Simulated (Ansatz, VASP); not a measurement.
**One calculation of Mg, two programs**

```
CELL_PARAMETERS angstrom
0.00000 2.24772 2.24772
2.24772 0.00000 2.24772
2.24772 2.24772 0.00000
ATOMIC_POSITIONS crystal
Mg 0.00000 0.00000 0.00000
```

Alike in both runs: functional r2SCAN; k mesh 12 × 12 × 12; occupations fermi-dirac, width 0.1 eV; no spin polarisation.

Ansatz relaxed the structure, and its values are those at the end. VASP's run is a single point on that final structure, the one shown.

```csv
,VASP,Ansatz
version,VASP 6.6.1,Ansatz 0.2.0
potentials or method,"VASP PAW PBE potentials, release 64 (Mg), cutoff 520 eV","plane waves (500 eV) with PAW, scalar-relativistic"
valence electrons in the cell,2,10
```

|  | VASP | Ansatz | Ansatz less VASP |
| --- | --- | --- | --- |
| pressure (GPa) | -0.3 | 0.0 | +0.26 |

VASP's potentials were made for PBE, not for r2SCAN. With one functional, cell and mesh, what is left measures potentials, basis and numerics. VASP's potentials hold 2 valence electrons a cell and Ansatz's 10, so a difference there can come from the potentials and not from the codes.
